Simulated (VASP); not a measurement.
C:

```
CELL_PARAMETERS angstrom
0.00000 1.77140 1.77140
1.77140 0.00000 1.77140
1.77140 1.77140 0.00000
ATOMIC_POSITIONS crystal
C 0.75000 0.75000 0.75000
C 0.50000 0.50000 0.50000
```

Base run:

```yaml
Program: VASP 6.6.1
Functional: BLYP
Dispersion: D4
Potentials_or_basis: VASP PAW PBE potentials, release 64 (C)
Cutoff: 520 eV
k_mesh: 13 × 13 × 13
Occupations: fermi-dirac, width 0.05 eV
Spin: no spin polarisation
```

Its results: band gap on the k mesh 4.52 eV, indirect (least direct gap 5.80 eV); pressure 10.2 GPa.

The run is repeated on the same cell with these changes: functional from BLYP to r2SCAN. What comes out?

Band gap on the k mesh 4.38 eV, indirect (least direct gap 5.89 eV); pressure 5.8 GPa.

Caveats: the PAW data sets were made with another functional, which shifts forces and pressure a little.

A k mesh can miss the band edges.
